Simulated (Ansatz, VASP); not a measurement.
## Two plane-wave programs on Cu

```
Cu
1.0
     0.00000    1.78813    1.78813
     1.78813    0.00000    1.78813
     1.78813    1.78813    0.00000
Cu
1
Cartesian
  0.0000 0.0000 0.0000
```

Alike in both runs: task single point; functional r2SCAN; k mesh 15 × 15 × 15; occupations fermi-dirac, width 0.1 eV; no spin polarisation.

```csv
,VASP,Ansatz
version,VASP 6.6.1,Ansatz 0.2.0
potentials or method,"VASP PAW PBE potentials, release 64 (Cu), cutoff 520 eV","plane waves (500 eV) with PAW, scalar-relativistic"
valence electrons in the cell,11,19
```

```tsv
	VASP	Ansatz	Ansatz less VASP
pressure (GPa)	0.5	0.0	-0.49
```

VASP's potentials were made for PBE, not for r2SCAN. The functional is the same, so the differences come from potentials, cutoffs and numerics. VASP's potentials hold 11 valence electrons a cell and Ansatz's 19, so a difference there can come from the potentials and not from the codes.
